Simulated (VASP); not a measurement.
# BP (F-43m) in VASP: a series of runs

Aim: see how the results for BP move with the level of theory and the settings. Levels: PBE, PBEsol, LDA. Tasks: single point.

Everything below comes from runs of VASP 6.6.1. Logs are shortened: lines on timing, memory, paths and dates and some standing lists are left out, and cuts for length are marked.

**1. The cell of the first run**

The structure is cubic, space group F-43m (No. 216). Conventional cell: a = 4.537 Å, b = 4.537 Å, c = 4.537 Å, α = 90.00°, β = 90.00°, γ = 90.00°. Within 2.6 Å of B (site symmetry -43m) lie 4 P at 1.96 Å. P (site symmetry -43m) has 4 B at 1.96 Å within 2.6 Å.

**2. Single point, PBE**

INCAR

```
PREC = Accurate
ENCUT = 520
EDIFF = 1E-7
ISMEAR = 0
SIGMA = 0.01
LREAL = False
LASPH = True
NELM = 60
ALGO = Normal
ISIF = 2
LWAVE = False
LCHARG = False
GGA = PE
NBANDS = 11
```

KPOINTS

```
regular mesh
0
Gamma
  6 6 6
```

POSCAR

```
BP
1.0
    0.0000000000      2.2683155811      2.2683155811
    2.2683155811      0.0000000000      2.2683155811
    2.2683155811      2.2683155811      0.0000000000
B P
1 1
Direct
    0.0000000000      0.0000000000      0.0000000000
    0.2500000000      0.2500000000      0.2500000000
```

Potentials or basis: VASP PAW PBE potentials, release 64 (B, P).

On the command line:

```console
$ cat potpaw_PBE.64/B/POTCAR potpaw_PBE.64/P/POTCAR > POTCAR
$ mpirun -np 1 vasp_std > vasp.out
```

OUTCAR:

```text
PREC = Accurate
   ENCUT = 520
   EDIFF = 1E-7
   ISMEAR = 0
   LREAL = False
   LASPH = True
   NELM = 60
   ISIF = 2
   GGA = PE

 ion  position               nearest neighbor table
   1  0.000  0.000  0.000-   2 1.96   2 1.96   2 1.96   2 1.96
   2  0.250  0.250  0.250-   1 1.96   1 1.96   1 1.96   1 1.96

  LATTYP: Found a face centered cubic cell.
 ALAT       =     4.5366311622

  Lattice vectors:

 A1 = (   0.0000000000,   2.2683155811,   2.2683155811)
 A2 = (   2.2683155811,   0.0000000000,   2.2683155811)
 A3 = (   2.2683155811,   2.2683155811,   0.0000000000)

Analysis of symmetry for initial positions (statically):
=====================================================================
 Subroutine PRICEL returns:
 Original cell was already a primitive cell.

 Routine SETGRP: Setting up the symmetry group for a
 face centered cubic supercell.

 Subroutine GETGRP returns: Found 24 space group operations
 (whereof 24 operations were pure point group operations)
 out of a pool of 48 trial point group operations.

The static configuration has the point symmetry T_d .

Analysis of symmetry for dynamics (positions and initial velocities):
=====================================================================
 Subroutine PRICEL returns:
 Original cell was already a primitive cell.

 Routine SETGRP: Setting up the symmetry group for a
 face centered cubic supercell.

 Subroutine GETGRP returns: Found 24 space group operations
 (whereof 24 operations were pure point group operations)
 out of a pool of 48 trial point group operations.

The dynamic configuration has the point symmetry T_d .

 Subroutine INISYM returns: Found 24 space group operations
 (whereof 24 operations are pure point group operations),
 and found     1 'primitive' translations

----------------------------------------------------------------------------------------

                                     Primitive cell

  volume of cell :      23.3421

  direct lattice vectors                    reciprocal lattice vectors
     0.000000000  2.268315581  2.268315581    -0.220427882  0.220427882  0.220427882
     2.268315581  0.000000000  2.268315581     0.220427882 -0.220427882  0.220427882
     2.268315581  2.268315581  0.000000000     0.220427882  0.220427882 -0.220427882

  length of vectors
     3.207882659  3.207882659  3.207882659     0.381792292  0.381792292  0.381792292

  position of ions in fractional coordinates (direct lattice)
[... 76 lines left out ...]
   ISIF   =      2    stress and relaxation
   ISYM   =      2    0-nonsym 1-usesym 2-fastsym
   POTIM  = 0.5000    time-step for ionic-motion
   TEBEG  =    0.0;   TEEND  =   0.0 temperature during run
   PSTRESS=    0.0 pullay stress
   NELECT =       8.0000    total number of electrons
   NUPDOWN=      -1.0000    fix difference up-down
   EMIN   =  10.00;   EMAX   =-10.00  energy-range for DOS
   EFERMI =   0.00;   METHOD = LEGACY
   ISMEAR =     0;   SIGMA  =   0.01  broadening in eV -4-tet -1-fermi 0-gaus
   EFERMI_NEDOS =   21; number of points for ismear=-14 and -15
   IALGO  =     38    algorithm
   IMIX   =      4    mixing-type and parameters
     AMIX     =   0.40;   BMIX     =  1.00
     AMIX_MAG =   1.60;   BMIX_MAG =  1.00
  volume/ion in A,a.u.               =      11.67        78.76
  Fermi-wavevector in a.u.,A,eV,Ry     =   1.145666  2.164995 17.858334  1.312551
  Thomas-Fermi vector in A             =   2.282353
   LORBIT       =      0    0 simple, 1 ext, 2 COOP (PROOUT), +10 PAW based schemes
   GGA     = PE    functional components
   LHFCALC =     F    Hartree Fock is set to
   AEXX    =    0.0000 exact exchange contribution
   IVDW    =     0    specifies the selected vdW correction
   LEPSILON=     F    determine dielectric tensor
   LRPA    =     F    only Hartree local field effects (RPA)
 non-spin polarized calculation
 Gauss-broadening in eV      SIGMA  =   0.01
  energy-cutoff  :      520.00
  volume of cell :       23.34
 maximum number of plane-waves:       636
   NGX = 11   NGY = 11   NGZ = 11

 number of electron       8.0000000 magnetization

 Free energy of the ion-electron system (eV)
  ---------------------------------------------------
  ext. energy  EPLUGINS =         0.00000000
  ---------------------------------------------------
  free energy    TOTEN  =       -12.91318168 eV

  energy without entropy =      -12.91318168  energy(sigma->0) =      -12.91318168

 E-fermi :   7.5762     XC(G=0): -10.9082

 val. band max:        7.4497845481   @ k =   0.0000   0.0000   0.0000
 cond. band min:       8.7769537347   @ k =   0.5000   0.5000   0.0000
 fundamental gap:      1.3271691866
 Fermi energy:         7.5761528125

 k-point     1 :       0.0000    0.0000    0.0000
  band No.  band energies     occupation
      1      -8.0209      2.00000
      2       7.4498      2.00000
      3       7.4498      2.00000
      4       7.4498      2.00000
      5      10.8490      0.00000
      6      10.8490      0.00000
      7      10.8490      0.00000
      8      14.8380      0.00000
      9      18.9670      0.00000
     10      19.5771      0.00000
     11      19.5771      0.00000
[... 197 lines left out ...]
 k-point    16 :      -0.3333    0.5000    0.1667
  band No.  band energies     occupation
      1      -2.9614      2.00000
      2      -0.7792      2.00000
      3       2.1427      2.00000
      4       2.2663      2.00000
      5      11.2803      0.00000
      6      11.8993      0.00000
      7      16.5808      0.00000
      8      17.2357      0.00000
      9      20.3987      0.00000
     10      23.6540      0.00000
     11      23.9374      0.00000

------------------------ aborting loop because EDIFF is reached ----------------------------------------

  FORCE on cell =-STRESS in cart. coord.  units (eV):
  Direction    XX          YY          ZZ          XY          YZ          ZX
  --------------------------------------------------------------------------------------
  -------------------------------------------------------------------------------------
  Total        0.1720028      0.1720028      0.1720028     -0.0000000      0.0000000     -0.0000000
  in kB       11.8060779     11.8060779     11.8060779     -0.0000000      0.0000000     -0.0000000
  external PRESSURE =      11.8060779 kB  Pullay stress =       0.0000000 kB

 VOLUME and BASIS-vectors are now :
 -----------------------------------------------------------------------------
  energy-cutoff  :      520.00
  volume of cell :       23.34
      direct lattice vectors                 reciprocal lattice vectors
     0.000000000  2.268315581  2.268315581    -0.220427882  0.220427882  0.220427882
     2.268315581  0.000000000  2.268315581     0.220427882 -0.220427882  0.220427882
     2.268315581  2.268315581  0.000000000     0.220427882  0.220427882 -0.220427882

 POSITION                                       TOTAL-FORCE (eV/Angst)
 -----------------------------------------------------------------------------------
      0.00000      0.00000      0.00000         0.000000      0.000000      0.000000
      1.13416      1.13416      1.13416        -0.000000     -0.000000     -0.000000
 -----------------------------------------------------------------------------------
    total drift:                                0.000000      0.000000      0.000000

  FREE ENERGIE OF THE ION-ELECTRON SYSTEM (eV)
  ---------------------------------------------------
  free  energy   TOTEN  =       -12.9131816802 eV

  energy  without entropy=      -12.9131816802  energy(sigma->0) =      -12.91318168
```

OSZICAR:

```text
N       E                     dE             d eps       ncg     rms          rms(c)
DAV:   1     0.979118746303E+01    0.97912E+01   -0.38899E+03   352   0.645E+02
DAV:   2    -0.129588296593E+02   -0.22750E+02   -0.21465E+02   500   0.110E+02
DAV:   3    -0.136255043366E+02   -0.66667E+00   -0.66467E+00   444   0.155E+01
DAV:   4    -0.136280461396E+02   -0.25418E-02   -0.25416E-02   385   0.120E+00
DAV:   5    -0.136280589539E+02   -0.12814E-04   -0.12814E-04   438   0.849E-02    0.722E+00
DAV:   6    -0.130127656342E+02    0.61529E+00   -0.13990E+00   394   0.512E+00    0.389E+00
DAV:   7    -0.129205557171E+02    0.92210E-01   -0.23378E-01   436   0.241E+00    0.134E+00
DAV:   8    -0.129126332030E+02    0.79225E-02   -0.27041E-02   408   0.941E-01    0.194E-01
DAV:   9    -0.129129661731E+02   -0.33297E-03   -0.71485E-04   406   0.180E-01    0.126E-01
DAV:  10    -0.129131695157E+02   -0.20334E-03   -0.24799E-04   407   0.994E-02    0.277E-02
DAV:  11    -0.129131807269E+02   -0.11211E-04   -0.12743E-05   429   0.230E-02    0.340E-02
DAV:  12    -0.129131817577E+02   -0.10307E-05   -0.47764E-06   391   0.107E-02    0.160E-02
DAV:  13    -0.129131816169E+02    0.14074E-06   -0.13557E-07   345   0.238E-03    0.643E-03
DAV:  14    -0.129131816802E+02   -0.63327E-07   -0.42264E-08   206   0.114E-03
   1 F= -.12913182E+02 E0= -.12913182E+02  d E =-.348099E-73
```

Wall time 4.8 s (1 thread of Intel Xeon 8259CL, shared host); peak memory 0.13 GiB.

What came out:

- Free energy: -12.9132 eV
- Pressure: 1.2 GPa
- Band gap on the k mesh: 1.33 eV, indirect (least direct gap 3.40 eV)

Levels at points of the mesh, in eV from the valence-band top:
```
           k point  band 1  band 2  band 3  band 4  band 5  band 6  band 7  band 8
(0.00, 0.00, 0.00)  -15.47    0.00    0.00    0.00    3.40    3.40    3.40    7.39
(0.50, 0.00, 0.00)  -12.14   -9.04   -1.76   -1.76    3.79    4.71    4.71   10.13
(0.50, 0.50, 0.00)  -10.61   -8.59   -4.12   -4.12    1.33    1.66   12.13   12.13
```

**3. Single point, PBE**

This run uses another cell than the first one, of 11.76 Å³/atom, 1.008 times its volume.

INCAR

```
ALGO     = Normal         # electronic algorithm
EDIFF    = 1E-6           # SCF threshold, eV
ENCUT    = 520            # plane-wave cutoff, eV
GGA      = PE             # functional
ISIF     = 2              # what is computed and relaxed
ISMEAR   = -1             # smearing method
LASPH    = True           # aspherical terms in the spheres
LCHARG   = False          # write CHGCAR
LREAL    = False          # projectors in reciprocal space
LWAVE    = False          # write WAVECAR
NBANDS   = 11             # bands
NELM     = 60             # most SCF steps
PREC     = Accurate       # precision mode
SIGMA    = 0.02           # smearing width, eV
```

KPOINTS

```
k-points
0
Gamma
  8 8 8
```

POSCAR

```
BP
1.0
    0.0000000000      2.2742185874      2.2742185874
    2.2742185874      0.0000000000      2.2742185874
    2.2742185874      2.2742185874      0.0000000000
B P
1 1
Direct
    0.0000000000      0.0000000000      0.0000000000
    0.2500000000      0.2500000000      0.2500000000
```

Potentials or basis: VASP PAW PBE potentials, release 64 (B, P).

On the command line:

```console
$ cat potpaw_PBE.64/B/POTCAR potpaw_PBE.64/P/POTCAR > POTCAR
$ mpirun -np 1 vasp_std > vasp.out
```

OUTCAR:

```text
EDIFF = 1E-6
   ENCUT = 520
   GGA = PE
   ISIF = 2
   ISMEAR = -1
   LASPH = True
   LREAL = False
   NELM = 60
   PREC = Accurate

 ion  position               nearest neighbor table
   1  0.000  0.000  0.000-   2 1.97   2 1.97   2 1.97   2 1.97
   2  0.250  0.250  0.250-   1 1.97   1 1.97   1 1.97   1 1.97

  LATTYP: Found a face centered cubic cell.
 ALAT       =     4.5484371748

  Lattice vectors:

 A1 = (   0.0000000000,   2.2742185874,   2.2742185874)
 A2 = (   2.2742185874,   0.0000000000,   2.2742185874)
 A3 = (   2.2742185874,   2.2742185874,   0.0000000000)

Analysis of symmetry for initial positions (statically):
=====================================================================
 Subroutine PRICEL returns:
 Original cell was already a primitive cell.

 Routine SETGRP: Setting up the symmetry group for a
 face centered cubic supercell.

 Subroutine GETGRP returns: Found 24 space group operations
 (whereof 24 operations were pure point group operations)
 out of a pool of 48 trial point group operations.

The static configuration has the point symmetry T_d .

Analysis of symmetry for dynamics (positions and initial velocities):
[... 161 lines left out ...]
 cond. band min:       8.6298462414   @ k =   0.3750   0.3750   0.0000
 fundamental gap:      1.2775179471
 Fermi energy:         7.8321817606

 k-point     1 :       0.0000    0.0000    0.0000
  band No.  band energies     occupation
      1      -8.0470      2.00000
      2       7.3523      2.00000
      3       7.3523      2.00000
      4       7.3523      2.00000
      5      10.7426      0.00000
      6      10.7426      0.00000
      7      10.7426      0.00000
      8      14.6219      0.00000
      9      18.8187      0.00000
     10      19.4610      0.00000
     11      19.4610      0.00000
[... 309 lines left out ...]
 k-point    24 :      -0.3750    0.2500    0.1250
  band No.  band energies     occupation
      1      -4.0955      2.00000
      2      -1.0531      2.00000
      3       2.8470      2.00000
      4       4.2567      2.00000
      5      11.5434      0.00000
      6      12.5271      0.00000
      7      15.6170      0.00000
      8      17.0985      0.00000
      9      17.7765      0.00000
     10      21.7256      0.00000
     11      24.1501      0.00000

 [... further k-points ...]
[... 5 lines left out ...]
  --------------------------------------------------------------------------------------
  -------------------------------------------------------------------------------------
  Total       -0.0312688     -0.0312688     -0.0312688     -0.0000000     -0.0000000     -0.0000000
  in kB       -2.1295882     -2.1295882     -2.1295882     -0.0000000     -0.0000000     -0.0000000
  external PRESSURE =      -2.1295882 kB  Pullay stress =       0.0000000 kB

 VOLUME and BASIS-vectors are now :
 -----------------------------------------------------------------------------
  energy-cutoff  :      520.00
  volume of cell :       23.52
      direct lattice vectors                 reciprocal lattice vectors
     0.000000000  2.274218587  2.274218587    -0.219855735  0.219855735  0.219855735
     2.274218587  0.000000000  2.274218587     0.219855735 -0.219855735  0.219855735
     2.274218587  2.274218587  0.000000000     0.219855735  0.219855735 -0.219855735

 POSITION                                       TOTAL-FORCE (eV/Angst)
 -----------------------------------------------------------------------------------
      0.00000      0.00000      0.00000         0.000000      0.000000      0.000000
      1.13711      1.13711      1.13711        -0.000000     -0.000000     -0.000000
 -----------------------------------------------------------------------------------
    total drift:                                0.000000      0.000000      0.000000

  FREE ENERGIE OF THE ION-ELECTRON SYSTEM (eV)
  ---------------------------------------------------
  free  energy   TOTEN  =       -12.9290371209 eV

  energy  without entropy=      -12.9290371209  energy(sigma->0) =      -12.92903712
```

OSZICAR:

```text
N       E                     dE             d eps       ncg     rms          rms(c)
DAV:   1     0.951938740141E+01    0.95194E+01   -0.40231E+03   638   0.653E+02
DAV:   2    -0.129420768638E+02   -0.22461E+02   -0.21181E+02   897   0.107E+02
DAV:   3    -0.136202382247E+02   -0.67816E+00   -0.67665E+00   804   0.162E+01
DAV:   4    -0.136226900270E+02   -0.24518E-02   -0.24515E-02   752   0.117E+00
DAV:   5    -0.136227024769E+02   -0.12450E-04   -0.12450E-04   783   0.805E-02    0.713E+00
DAV:   6    -0.130251199717E+02    0.59758E+00   -0.13715E+00   716   0.504E+00    0.385E+00
DAV:   7    -0.129362668761E+02    0.88853E-01   -0.22687E-01   791   0.237E+00    0.132E+00
DAV:   8    -0.129285052780E+02    0.77616E-02   -0.26471E-02   742   0.925E-01    0.192E-01
DAV:   9    -0.129288279244E+02   -0.32265E-03   -0.71762E-04   733   0.180E-01    0.122E-01
DAV:  10    -0.129290255475E+02   -0.19762E-03   -0.24894E-04   720   0.990E-02    0.280E-02
DAV:  11    -0.129290362296E+02   -0.10682E-04   -0.11547E-05   804   0.223E-02    0.328E-02
DAV:  12    -0.129290372432E+02   -0.10136E-05   -0.47254E-06   719   0.106E-02    0.139E-02
DAV:  13    -0.129290371209E+02    0.12226E-06   -0.12477E-07   370   0.233E-03
   1 F= -.12929037E+02 E0= -.12929037E+02  d E =-.222759E-12
```

stdout:

```text
POSCAR found type information on POSCAR B P
 POSCAR found :  2 types and       2 ions
 scaLAPACK will be used
 LDA part: xc-table for (Slater+PW92), standard interpolation
 POSCAR, INCAR and KPOINTS ok, starting setup
 FFT: planning ... GRIDC
 FFT: planning ... GRID_SOFT
 FFT: planning ... GRID
 WAVECAR not read
 entering main loop
```

Wall time 5.7 s (1 thread of Intel Xeon 8259CL, shared host); peak memory 0.13 GiB.

Results:

* Free energy: -12.9290 eV
* Pressure: -0.2 GPa
* Band gap on the k mesh: 1.28 eV, indirect (least direct gap 3.39 eV)

Levels at points of the mesh, in eV from the valence-band top:
```csv
k point,band 1,band 2,band 3,band 4,band 5,band 6,band 7,band 8,band 9
"(0.00, 0.00, 0.00)",-15.40,0.00,0.00,0.00,3.39,3.39,3.39,7.27,11.47
"(0.50, 0.00, 0.00)",-12.10,-8.98,-1.75,-1.75,3.74,4.71,4.71,10.10,14.58
"(0.50, 0.50, 0.00)",-10.58,-8.55,-4.09,-4.09,1.35,1.67,12.06,12.06,15.15
```

(Continued in part 2 of 2.)
